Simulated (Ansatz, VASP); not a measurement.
## One calculation of Si8N, two programs

```
Si N
1.0
     6.43626    0.00000    0.00000
     0.00000    6.43626    0.00000
     0.00000    0.00000    3.32138
Si N
8 1
Cartesian
  1.3144 3.2181 1.6607
  5.1219 3.2181 1.6607
  3.2181 1.3144 1.6607
  3.2181 5.1219 1.6607
  4.6738 0.0000 0.0000
  1.7625 0.0000 0.0000
  0.0000 4.6738 0.0000
  0.0000 1.7625 0.0000
  3.2181 3.2181 1.6607
```

Alike in both runs: functional PBE; k mesh 6 × 6 × 12; occupations gaussian, width 0.1 eV; no spin polarisation.

Ansatz relaxed the structure, and its values are those at the end. VASP's run is a single point on that final structure, the one shown.

```csv
,VASP,Ansatz
version,VASP 6.6.1,Ansatz 0.2.0
potentials or method,"VASP PAW PBE potentials, release 64 (Si, N), cutoff 520 eV","scalar-relativistic, plane waves, PAW"
valence electrons in the cell,37,37
```

|  | VASP | Ansatz | Ansatz less VASP |
| --- | --- | --- | --- |
| gap on the k mesh at the Fermi level (eV) | none | none | - |
| pressure (GPa) | 0.0 | 0.0 | +0.05 |

A gap of «none» marks a metal or a gap that the smearing closes. With one functional, cell and mesh, what is left measures potentials, basis and numerics.
